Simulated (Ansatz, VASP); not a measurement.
## RbMnBr3: VASP beside Ansatz

File INCAR:

```
SYSTEM = RbMnBr3
  ALGO = Normal
  EDIFF = 1E-6
  ENCUT = 520
  GGA = CA
  ISIF = 2
  ISMEAR = 0
  ISPIN = 2
  LASPH = .TRUE.
  LCHARG = .FALSE.
  LDAU = .TRUE.
  LDAUJ = 0 0.9 0
  LDAUL = -1 2 -1
  LDAUPRINT = 1
  LDAUTYPE = 1
  LDAUU = 0 7 0
  LMAXMIX = 4
  LORBIT = 11
  LREAL = .FALSE.
  LWAVE = .FALSE.
  MAGMOM = 0 0 5 -5 0 0 0 0 0 0
  NBANDS = 58
  NELM = 150
  PREC = Accurate
  SIGMA = 0.05
```

The input KPOINTS:

```
k-points
0
G
  3 3 3
  0 0 0
```

The input POSCAR:

```
RbMnBr3
1.0
    7.5599990500      0.0000000000      0.0000000000
   -3.7799995300      6.5471512300      0.0000000000
    0.0000000000      0.0000000000      6.3499999500
Rb Mn Br
2 2 6
Direct
    0.3333333333      0.6666666667      0.7500000000
    0.6666666667      0.3333333333      0.2500000000
    0.0000000000      0.0000000000      0.0000000000
    0.0000000000      0.0000000000      0.5000000000
    0.1650000000      0.3300000000      0.2500000000
    0.8350000000      0.1650000000      0.7500000000
    0.6700000000      0.8350000000      0.2500000000
    0.8350000000      0.6700000000      0.7500000000
    0.1650000000      0.8350000000      0.2500000000
    0.3300000000      0.1650000000      0.7500000000
```

Input for Ansatz:

```yaml
crystal:
  lattice:
    - [7.55999905, 0.0, 0.0]
    - [-3.77999953, 6.54715123, 0.0]
    - [0.0, 0.0, 6.34999995]
  atoms:
    - { symbol: Rb, position: [0.3333333333, 0.6666666667, 0.75] }
    - { symbol: Rb, position: [0.6666666667, 0.3333333333, 0.25] }
    - { symbol: Mn, position: [0.0, 0.0, 0.0], spin: 5.0 }
    - { symbol: Mn, position: [0.0, 0.0, 0.5], spin: -5.0 }
    - { symbol: Br, position: [0.165, 0.33, 0.25] }
    - { symbol: Br, position: [0.835, 0.165, 0.75] }
    - { symbol: Br, position: [0.67, 0.835, 0.25] }
    - { symbol: Br, position: [0.835, 0.67, 0.75] }
    - { symbol: Br, position: [0.165, 0.835, 0.25] }
    - { symbol: Br, position: [0.33, 0.165, 0.75] }
basis:
  ecutwfc: 420
  ecutrho_ratio: 4
kpoints:
  mp_grid: { grid: [3, 3, 3] }
hamiltonian:
  xc: lda
  hubbard:
    sites:
      - { site: 2, l: d, u: 7.0, j: 0.9 }
      - { site: 3, l: d, u: 7.0, j: 0.9 }
scf:
  occupations: { method: gaussian, width: 0.05 }
output:
  forces: true
  stress: true
  eigenvalues: true
  populations: true
  hubbard: { sites: [{ site: 2, l: d }, { site: 3, l: d }] }
  write_density: true
  write_potential: true
  elf: true
  volumetric_format: npy
magnetization:
  spin_polarized: true
```

Alike in both runs: task single point; functional LDA; k mesh 3 × 3 × 3; occupations gaussian, width 0.05 eV; collinear spin; Hubbard terms Mn d U = 7.0 eV, J = 0.9 eV.

```csv
,VASP,Ansatz
version,VASP 6.6.1,Ansatz 0.2.0
potentials or method,"VASP PAW LDA potentials, release 64 (Rb_sv, Mn_pv, Br), cutoff 520 eV","scalar-relativistic, plane waves, PAW"
valence electrons in the cell,86,90
```

|  | VASP | Ansatz | Ansatz less VASP |
| --- | --- | --- | --- |
| gap on the k mesh at the Fermi level (eV) | 3.46 | 3.40 | -0.055 |
| least direct gap on the mesh (eV) | 3.48 | 3.42 | -0.059 |
| pressure (GPa) | -1.7 | -1.4 | +0.28 |
| traceless stress, the component that is largest in VASP (GPa) | 0.63 | 0.74 | +0.107 |
| rms of the force components (eV/Å) | 0.048 | 0.019 | -0.0288 |
| net moment per atom (μB) | 0.00 | 0.00 | 0.000 |
| size of the moment on the site where the two differ most (μB) | 4.61 | 4.55 | -0.061 |

LDA's correlation is that of Perdew and Zunger in VASP and of Perdew and Wang (1992) in Ansatz. Site moments also hang on the region over which each program counts them. The programs project onto different local orbitals, so the same U acts differently, and such runs can settle in different states. Atom by atom the forces differ by 0.029 eV/Å (rms over components). VASP's potentials hold 86 valence electrons a cell and Ansatz's 90, so a difference there can come from the potentials and not from the codes.
